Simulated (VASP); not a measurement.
Crystal: SiNi.

```
CELL_PARAMETERS angstrom
4.50369 0.00000 0.00000
0.00000 4.50369 0.00000
0.00000 0.00000 4.50369
ATOMIC_POSITIONS crystal
Ni 0.14950 0.14950 0.14950
Ni 0.64950 0.35050 0.85050
Ni 0.85050 0.64950 0.35050
Ni 0.35050 0.85050 0.64950
Si 0.84683 0.84683 0.84683
Si 0.34683 0.65317 0.15317
Si 0.15317 0.34683 0.65317
Si 0.65317 0.15317 0.34683
```

```yaml
Program: VASP 6.6.1
Task: relaxation of cell and atoms
Functional: PBEsol
Dispersion: D3(BJ)
Potentials_or_basis: VASP PAW PBE potentials, release 64 (Ni, Si)
Cutoff: 600 eV
k_mesh: 6 × 6 × 6
Occupations: fermi-dirac, width 0.05 eV
Spin: collinear spin, ferromagnetic start
Starting_moments: "[1.0, 1.0, 1.0, 1.0, 0.0, 0.0, 0.0, 0.0] μB"
```

At the start: pressure -10.5 GPa; volume 11.42 Å³/atom.

**Question.** Where does the relaxation end?

**Answer.** Over 3 steps the energy falls by 21.1 meV/atom and the volume is 10.81 Å³/atom (-5.3 %); space group P2_13 (No. 198, to 0.1 Å) before and after; moment 0.00 μB per cell.

The path:
```
step  energy change (eV)  largest force (eV/Å)  pressure (GPa)  volume (Å³)
   1              0.0000                0.0358          -10.48        91.35
   2              0.0194                0.0620           13.69        81.82
   3             -0.1685                0.0058           -0.04        86.51
```

Final structure:
```
Ni Si
1.0
     4.42271    0.00000    0.00000
     0.00000    4.42271    0.00000
     0.00000    0.00000    4.42271
Ni Si
4 4
Direct
  0.14940 0.14940 0.14940
  0.64940 0.35060 0.85060
  0.85060 0.64940 0.35060
  0.35060 0.85060 0.64940
  0.84672 0.84672 0.84672
  0.34672 0.65328 0.15328
  0.15328 0.34672 0.65328
  0.65328 0.15328 0.34672
```

Caveat: the moments typed at the start vanished in this run; the PAW data sets were made with another functional, which shifts forces and pressure a little.
